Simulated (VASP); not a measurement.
# GaN (Fm-3m) in VASP: further runs

The runs below take GaN through single point, with r2SCAN, PBEsol-based global hybrid with 25 % exact exchange.

All numbers are computed with VASP 6.6.1; they aren't measurements. Logs are shortened: lines on timing, memory, paths and dates and some standing lists are left out, and cuts for length are marked.

### 1 The cell of the first run

The structure is cubic, space group Fm-3m (No. 225). Conventional cell: a = 4.270 Å, b = 4.270 Å, c = 4.270 Å, α = 90.00°, β = 90.00°, γ = 90.00°. Ga (site symmetry m-3m) has 6 N at 2.14 Å within 2.8 Å. Within 2.8 Å of N (site symmetry m-3m) lie 6 Ga at 2.14 Å.

### 2 Single point, r2SCAN, non-collinear spin, zero start, spin-orbit coupling

POSCAR

```
GaN
1.0
    0.0000000000      2.1352350000      2.1352350000
    2.1352350000      0.0000000000      2.1352350000
    2.1352350000      2.1352350000      0.0000000000
Ga N
1 1
Direct
    0.0000000000      0.0000000000      0.0000000000
    0.5000000000      0.5000000000      0.5000000000
```

INCAR.step1

```
ALGO = Normal
EDIFF = 1E-4
ENCUT = 520
GGA = PE
GGA_COMPAT = False
ISMEAR = -1
LASPH = True
LCHARG = False
LREAL = False
LSORBIT = True
LWAVE = True
MAGMOM = 0 0 0 0 0 0
NBANDS = 30
NELM = 150
PREC = Accurate
SIGMA = 0.05
```

INCAR.step2

```
ALGO = Normal
EDIFF = 1E-6
ENCUT = 520
GGA_COMPAT = False
ISIF = 2
ISMEAR = -1
ISTART = 1
LASPH = True
LCHARG = True
LMIXTAU = True
LORBIT = 11
LORBMOM = True
LREAL = False
LSORBIT = True
LVHAR = True
LWAVE = False
MAGMOM = 0 0 0 0 0 0
METAGGA = R2SCAN
NBANDS = 30
NELM = 150
PREC = Accurate
SIGMA = 0.05
```

KPOINTS

```
k-points
0
Gamma
  8 8 8
```

Potentials or basis: VASP PAW PBE potentials, release 64 (Ga_d, N).

The run is started by

```bash
cat potpaw_PBE.64/Ga_d/POTCAR potpaw_PBE.64/N/POTCAR > POTCAR
cp INCAR.step1 INCAR
mpirun -np 1 vasp_ncl > vasp.out
cp INCAR.step2 INCAR
mpirun -np 1 vasp_ncl > vasp.out
```

OUTCAR:

```text
EDIFF = 1E-6
   ENCUT = 520
   ISIF = 2
   ISMEAR = -1
   ISTART = 1
   LASPH = True
   LORBIT = 11
   LREAL = False
   LSORBIT = True
   METAGGA = R2SCAN
   NELM = 150
   PREC = Accurate

 ion  position               nearest neighbor table
   1  0.000  0.000  0.000-   2 2.14   2 2.14   2 2.14   2 2.14   2 2.14   2 2.14
   2  0.500  0.500  0.500-   1 2.14   1 2.14   1 2.14   1 2.14   1 2.14   1 2.14

  LATTYP: Found a face centered cubic cell.
 ALAT       =     4.2704700000

  Lattice vectors:

 A1 = (   0.0000000000,   2.1352350000,   2.1352350000)
 A2 = (   2.1352350000,   0.0000000000,   2.1352350000)
 A3 = (   2.1352350000,   2.1352350000,   0.0000000000)

Analysis of symmetry for initial positions (statically):
=====================================================================
 Subroutine PRICEL returns:
 Original cell was already a primitive cell.

 Routine SETGRP: Setting up the symmetry group for a
 face centered cubic supercell.

 Subroutine GETGRP returns: Found 48 space group operations
 (whereof 48 operations were pure point group operations)
 out of a pool of 48 trial point group operations.

The static configuration has the point symmetry O_h .

Analysis of symmetry for dynamics (positions and initial velocities):
=====================================================================
 Subroutine PRICEL returns:
 Original cell was already a primitive cell.

 Routine SETGRP: Setting up the symmetry group for a
 face centered cubic supercell.

 Subroutine GETGRP returns: Found 48 space group operations
 (whereof 48 operations were pure point group operations)
 out of a pool of 48 trial point group operations.

The dynamic configuration has the point symmetry O_h .

Analysis of structural, dynamic, and magnetic symmetry:
=====================================================================
 Subroutine PRICEL returns:
 Original cell was already a primitive cell.

 Routine SETGRP: Setting up the symmetry group for a
 face centered cubic supercell.

 Subroutine GETGRP returns: Found 48 space group operations
 (whereof 48 operations were pure point group operations)
 out of a pool of 48 trial point group operations.

The overall configuration has the point symmetry O_h .

 Subroutine INISYM returns: Found 48 space group operations
 (whereof 48 operations are pure point group operations),
 and found     1 'primitive' translations

----------------------------------------------------------------------------------------

                                     Primitive cell

  volume of cell :      19.4700

  direct lattice vectors                    reciprocal lattice vectors
     0.000000000  2.135235000  2.135235000    -0.234166263  0.234166263  0.234166263
     2.135235000  0.000000000  2.135235000     0.234166263 -0.234166263  0.234166263
     2.135235000  2.135235000  0.000000000     0.234166263  0.234166263 -0.234166263

  length of vectors
     3.019678296  3.019678296  3.019678296     0.405587864  0.405587864  0.405587864

  position of ions in fractional coordinates (direct lattice)
     0.000000000  0.000000000  0.000000000
     0.500000000  0.500000000  0.500000000

  ion indices of the primitive-cell ions
   primitive index   ion index
                 1           1
                 2           2

----------------------------------------------------------------------------------------

 KPOINTS: k-points

Automatic generation of k-mesh.
 Grid dimensions read from file:
 generate k-points for:    8    8    8

 Generating k-lattice:

[... 97 lines left out ...]

 number of electron      18.0000005 magnetization       0.0000000      0.0000000      0.0000000

 number of electron      18.0000005 magnetization      -0.0000000     -0.0000000     -0.0000000

 number of electron      18.0000005 magnetization       0.0000000      0.0000000     -0.0000000

 number of electron      18.0000005 magnetization      -0.0000000     -0.0000000      0.0000000

 Free energy of the ion-electron system (eV)
  ---------------------------------------------------
  ext. energy  EPLUGINS =         0.00000000
  ---------------------------------------------------
  free energy    TOTEN  =       -20.96505638 eV

  energy without entropy =      -20.96505256  energy(sigma->0) =      -20.96505447

 E-fermi :   7.7759     XC(G=0): -13.9762

 val. band max:        7.2633061099   @ k =  -0.2500   0.1250   0.0000
 cond. band min:       8.1787574845   @ k =   0.5000   0.5000   0.0000
 fundamental gap:      0.9154513746
 Fermi energy:         7.7759275328

 k-point     1 :       0.0000    0.0000    0.0000
  band No.  band energies     occupation
      1     -10.4780      1.00000
      2     -10.4780      1.00000
      3      -7.3839      1.00000
      4      -7.3839      1.00000
      5      -7.3839      1.00000
      6      -7.3839      1.00000
[... 781 lines left out ...]
     29      26.8853      0.00000
     30      26.8853      0.00000

 [... further k-points ...]

------------------------ aborting loop because EDIFF is reached ----------------------------------------

  FORCE on cell =-STRESS in cart. coord.  units (eV):
  Direction    XX          YY          ZZ          XY          YZ          ZX
  --------------------------------------------------------------------------------------
  -------------------------------------------------------------------------------------
  Total       -0.9020400     -0.9020400     -0.9020400      0.0000000     -0.0000000      0.0000000
  in kB      -74.2282748    -74.2282748    -74.2282748      0.0000000     -0.0000000      0.0000000
  external PRESSURE =     -74.2282748 kB  Pullay stress =       0.0000000 kB

 VOLUME and BASIS-vectors are now :
 -----------------------------------------------------------------------------
  energy-cutoff  :      520.00
  volume of cell :       19.47
      direct lattice vectors                 reciprocal lattice vectors
     0.000000000  2.135235000  2.135235000    -0.234166263  0.234166263  0.234166263
     2.135235000  0.000000000  2.135235000     0.234166263 -0.234166263  0.234166263
     2.135235000  2.135235000  0.000000000     0.234166263  0.234166263 -0.234166263

 POSITION                                       TOTAL-FORCE (eV/Angst)
 -----------------------------------------------------------------------------------
      0.00000      0.00000      0.00000         0.000000     -0.000000      0.000000
      2.13524      2.13524      2.13524        -0.000000      0.000000     -0.000000
 -----------------------------------------------------------------------------------
    total drift:                                0.000000     -0.000000     -0.000000

  FREE ENERGIE OF THE ION-ELECTRON SYSTEM (eV)
  ---------------------------------------------------
  free  energy   TOTEN  =       -20.9650563804 eV

  energy  without entropy=      -20.9650525641  energy(sigma->0) =      -20.96505447

 orbital moment (x)

 # of ion     p       d       tot
 ----------------------------------------
  1         0.000  -0.000  -0.000
  2         0.000   0.000   0.000
 ----------------------------------------
            0.000  -0.000  -0.000

 orbital moment (y)

 # of ion     p       d       tot
 ----------------------------------------
  1         0.000   0.000   0.000
  2         0.000   0.000   0.000
 ----------------------------------------
            0.000   0.000   0.000

 orbital moment (z)

 # of ion     p       d       tot
 ----------------------------------------
  1         0.000   0.000   0.000
  2         0.000   0.000   0.000
 ----------------------------------------
            0.000   0.000   0.000

 Spin-Orbit-Coupling matrix elements

 Ion:    1  E_soc:     -0.0089093
 l=   1
     0.0000000    -0.0007468    -0.0007468
    -0.0007468     0.0000000    -0.0007468
    -0.0007468    -0.0007468     0.0000000
 l=   2
     0.0000000    -0.0001554     0.0000000    -0.0001554    -0.0005827
    -0.0001554     0.0000000    -0.0004370    -0.0001554    -0.0001457
     0.0000000    -0.0004370     0.0000000    -0.0004370     0.0000000
    -0.0001554    -0.0001554    -0.0004370     0.0000000    -0.0001457
    -0.0005827    -0.0001457     0.0000000    -0.0001457     0.0000000
 l=   3
     0.0000000     0.0000000     0.0000000     0.0000000     0.0000000     0.0000000     0.0000000
     0.0000000     0.0000000     0.0000000     0.0000000     0.0000000     0.0000000     0.0000000
     0.0000000     0.0000000     0.0000000     0.0000000     0.0000000     0.0000000     0.0000000
     0.0000000     0.0000000     0.0000000     0.0000000     0.0000000     0.0000000     0.0000000
     0.0000000     0.0000000     0.0000000     0.0000000     0.0000000     0.0000000     0.0000000
     0.0000000     0.0000000     0.0000000     0.0000000     0.0000000     0.0000000     0.0000000
     0.0000000     0.0000000     0.0000000     0.0000000     0.0000000     0.0000000     0.0000000

 Ion:    2  E_soc:     -0.0000751
 l=   1
     0.0000000    -0.0000125    -0.0000125
    -0.0000125     0.0000000    -0.0000125
    -0.0000125    -0.0000125     0.0000000
 l=   2
     0.0000000     0.0000000     0.0000000     0.0000000     0.0000000
     0.0000000     0.0000000     0.0000000     0.0000000     0.0000000
     0.0000000     0.0000000     0.0000000     0.0000000     0.0000000
     0.0000000     0.0000000     0.0000000     0.0000000     0.0000000
     0.0000000     0.0000000     0.0000000     0.0000000     0.0000000
 l=   3
     0.0000000     0.0000000     0.0000000     0.0000000     0.0000000     0.0000000     0.0000000
     0.0000000     0.0000000     0.0000000     0.0000000     0.0000000     0.0000000     0.0000000
     0.0000000     0.0000000     0.0000000     0.0000000     0.0000000     0.0000000     0.0000000
     0.0000000     0.0000000     0.0000000     0.0000000     0.0000000     0.0000000     0.0000000
     0.0000000     0.0000000     0.0000000     0.0000000     0.0000000     0.0000000     0.0000000
     0.0000000     0.0000000     0.0000000     0.0000000     0.0000000     0.0000000     0.0000000
     0.0000000     0.0000000     0.0000000     0.0000000     0.0000000     0.0000000     0.0000000

 total charge

# of ion       s       p       d       tot
------------------------------------------
    1        0.673   0.687  10.186  11.546
    2        1.247   2.500   0.000   3.747
--------------------------------------------------
tot          1.920   3.187  10.186  15.293

 magnetization (x)

# of ion       s       p       d       tot
------------------------------------------
    1        0.000   0.000  -0.000  -0.000
    2       -0.000  -0.000   0.000  -0.000
--------------------------------------------------
tot         -0.000  -0.000  -0.000  -0.000

 magnetization (y)

# of ion       s       p       d       tot
------------------------------------------
    1        0.000  -0.000   0.000   0.000
    2        0.000   0.000   0.000   0.000
--------------------------------------------------
tot          0.000   0.000   0.000   0.000

 magnetization (z)

# of ion       s       p       d       tot
------------------------------------------
    1        0.000   0.000   0.000   0.000
    2       -0.000   0.000   0.000   0.000
--------------------------------------------------
tot         -0.000   0.000   0.000   0.000
```

It took 2.8 min on 1 thread of Intel Xeon 6455B, shared host; peak memory 0.23 GiB.

Results:

| Quantity | Value |
| --- | --- |
| Free energy | -20.9651 eV |
| Pressure | -7.4 GPa |
| Net moment | 0.00 μB per cell |
| Valence electrons inside the program's atomic spheres | Ga 11.55; N 3.75 |

Moments on the atoms (μB; x, y, z):
```
Ga  0.00 0.00 0.00
N   0.00 0.00 0.00
```

Caveat: the cell stands under tension; the PAW data sets were made with another functional, which shifts forces and pressure a little.

### 3 Single point, PBEsol-based global hybrid with 25 % exact exchange

This run uses another cell than the first one, of 9.11 Å³/atom.

POSCAR

```
GaN
1.0
    0.0000000000      2.0885931537      2.0885931537
    2.0885931537      0.0000000000      2.0885931537
    2.0885931537      2.0885931537      0.0000000000
Ga N
1 1
Direct
    0.0000000000      0.0000000000      0.0000000000
    0.5000000000      0.5000000000      0.5000000000
```

INCAR.step1

```
SYSTEM = GaN
  PREC = Accurate
  ENCUT = 520
  EDIFF = 1E-5
  ISMEAR = -1
  SIGMA = 0.05
  LREAL = .FALSE.
  LASPH = .TRUE.
  NELM = 60
  ALGO = Normal
  ISIF = 2
  LWAVE = .TRUE.
  LCHARG = .FALSE.
  NBANDS = 16
  GGA = PE
```

INCAR.step2

```
SYSTEM = GaN
  PREC = Accurate
  ENCUT = 520
  EDIFF = 1E-7
  ISMEAR = -1
  SIGMA = 0.05
  LREAL = .FALSE.
  LASPH = .TRUE.
  NELM = 60
  ALGO = Normal
  ISIF = 2
  LWAVE = .FALSE.
  LCHARG = .FALSE.
  GGA = PS
  LHFCALC = .TRUE.
  AEXX = 0.25
  PRECFOCK = Normal
  NBANDS = 16
  ISTART = 1
```

KPOINTS

```
Automatic mesh
0
G
  6 6 6
  0 0 0
```

Potentials or basis: VASP PAW PBE potentials, release 64 (Ga_d, N).

The run is started by

```bash
cat potpaw_PBE.64/Ga_d/POTCAR potpaw_PBE.64/N/POTCAR > POTCAR
cp INCAR.step1 INCAR
mpirun -np 1 vasp_std > vasp.out
cp INCAR.step2 INCAR
mpirun -np 1 vasp_std > vasp.out
```

OUTCAR:

```text
SYSTEM = GaN
   PREC = Accurate
   ENCUT = 520
   EDIFF = 1E-7
   ISMEAR = -1
   LREAL = .FALSE.
   LASPH = .TRUE.
   NELM = 60
   ISIF = 2
   GGA = PS
   LHFCALC = .TRUE.
   AEXX = 0.25
   PRECFOCK = Normal
   ISTART = 1

 ion  position               nearest neighbor table
   1  0.000  0.000  0.000-   2 2.09   2 2.09   2 2.09   2 2.09   2 2.09   2 2.09
   2  0.500  0.500  0.500-   1 2.09   1 2.09   1 2.09   1 2.09   1 2.09   1 2.09

  LATTYP: Found a face centered cubic cell.
 ALAT       =     4.1771863074

  Lattice vectors:

 A1 = (   0.0000000000,   2.0885931537,   2.0885931537)
 A2 = (   2.0885931537,   0.0000000000,   2.0885931537)
 A3 = (   2.0885931537,   2.0885931537,   0.0000000000)

Analysis of symmetry for initial positions (statically):
=====================================================================
 Subroutine PRICEL returns:
 Original cell was already a primitive cell.

 Routine SETGRP: Setting up the symmetry group for a
 face centered cubic supercell.

 Subroutine GETGRP returns: Found 48 space group operations
 (whereof 48 operations were pure point group operations)
[... 162 lines left out ...]

 E-fermi :   8.2656     XC(G=0): -10.5447

 val. band max:        7.0933921081   @ k =  -0.1667   0.1667   0.0000
 cond. band min:       9.8461217408   @ k =   0.5000   0.5000   0.0000
 fundamental gap:      2.7527296328
 Fermi energy:         8.2655941665

 k-point     1 :       0.0000    0.0000    0.0000
  band No.  band energies     occupation
      1     -12.2614      2.00000
      2      -9.1391      2.00000
      3      -9.1391      2.00000
      4      -9.1391      2.00000
      5      -9.0962      2.00000
      6      -9.0962      2.00000
[... 281 lines left out ...]
      3      -9.1166      2.00000
      4      -8.9990      2.00000
      5      -8.8395      2.00000
      6      -5.6164      2.00000
[... 8 lines left out ...]
     15      31.9389      0.00000
     16      38.3561      0.00000

------------------------ aborting loop because EDIFF is reached ----------------------------------------

  FORCE on cell =-STRESS in cart. coord.  units (eV):
  Direction    XX          YY          ZZ          XY          YZ          ZX
  --------------------------------------------------------------------------------------
  -------------------------------------------------------------------------------------
  Total        0.0873619      0.0873619      0.0873619      0.0000000      0.0000000     -0.0000000
  in kB        7.6814132      7.6814132      7.6814132      0.0000000      0.0000000     -0.0000000
  external PRESSURE =       7.6814132 kB  Pullay stress =       0.0000000 kB

 VOLUME and BASIS-vectors are now :
 -----------------------------------------------------------------------------
  energy-cutoff  :      520.00
  volume of cell :       18.22
      direct lattice vectors                 reciprocal lattice vectors
     0.000000000  2.088593154  2.088593154    -0.239395595  0.239395595  0.239395595
     2.088593154  0.000000000  2.088593154     0.239395595 -0.239395595  0.239395595
     2.088593154  2.088593154  0.000000000     0.239395595  0.239395595 -0.239395595

 POSITION                                       TOTAL-FORCE (eV/Angst)
 -----------------------------------------------------------------------------------
      0.00000      0.00000      0.00000        -0.000000      0.000000     -0.000000
      2.08859      2.08859      2.08859         0.000000     -0.000000      0.000000
 -----------------------------------------------------------------------------------
    total drift:                                0.000000      0.000000      0.000000

  FREE ENERGIE OF THE ION-ELECTRON SYSTEM (eV)
  ---------------------------------------------------
  free  energy   TOTEN  =       -15.4645902500 eV

  energy  without entropy=      -15.4645902500  energy(sigma->0) =      -15.46459025
```

Wall time 55 min (1 thread of Intel Xeon 8259CL, shared host); peak memory 0.16 GiB.

What came out:

```yaml
Free_energy: -15.4646 eV
Pressure: 0.8 GPa
Band_gap_on_the_k_mesh: 2.75 eV (least direct gap 5.31 eV)
```

Levels at points of the mesh, in eV from the valence-band top:
```csv
k point,band 5,band 6,band 7,band 8,band 9,band 10,band 11,band 12,band 13,band 14
"(0.00, 0.00, 0.00)",-16.19,-16.19,-0.58,-0.58,-0.58,4.73,17.08,17.08,17.08,18.37
"(0.50, 0.00, 0.00)",-16.00,-15.85,-9.24,-0.22,-0.22,6.81,11.49,11.49,12.77,19.10
"(0.50, 0.50, 0.00)",-15.93,-12.52,-8.11,-3.46,-3.46,2.75,9.68,15.10,17.87,17.87
```

Caveat: the k points lie up to 0.43 Å⁻¹ apart; the PAW data sets were made with another functional, which shifts forces and pressure a little.
